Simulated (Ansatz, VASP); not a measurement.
**Two plane-wave programs on Ir12O**

```
Ir O
1.0
     5.43090    0.00000    0.00000
     0.00000    5.43090    0.00000
     0.00000    0.00000   21.00140
Ir O
12 1
Direct
  0.25000 0.25000 0.19046
  0.25000 0.75000 0.19046
  0.75000 0.25000 0.19046
  0.75000 0.75000 0.19046
  0.00000 0.00000 0.27858
  0.00000 0.50000 0.27858
  0.50000 0.00000 0.27858
  0.50000 0.50000 0.27858
  0.25000 0.25000 0.36671
  0.25000 0.75000 0.36671
  0.75000 0.25000 0.36671
  0.75000 0.75000 0.36671
  0.25000 0.50000 0.52384
```

Alike in both runs: task single point; functional PBE; dispersion D3(BJ); k mesh 5 × 5 × 1; occupations gaussian, width 0.1 eV; no spin polarisation.

|  | VASP | Ansatz |
| --- | --- | --- |
| version | VASP 6.6.1 | Ansatz 0.2.0 |
| potentials or method | VASP PAW PBE potentials, release 64 (Ir, O), cutoff 520 eV | scalar-relativistic, plane waves, PAW |
| valence electrons in the cell | 114 | 210 |

```csv
,VASP,Ansatz,Ansatz less VASP
gap on the k mesh at the Fermi level (eV),none,none,-
rms of the force components (eV/Å),0.245,0.240,-0.0050
```

Atom by atom the forces differ by 0.024 eV/Å (rms over components). A gap of «none» marks a metal or a gap that the smearing closes. VASP's potentials hold 114 valence electrons a cell and Ansatz's 210, so a difference there can come from the potentials and not from the codes. Ansatz's warnings: vacuum below fermi.

Neither program's run includes spin-orbit coupling.
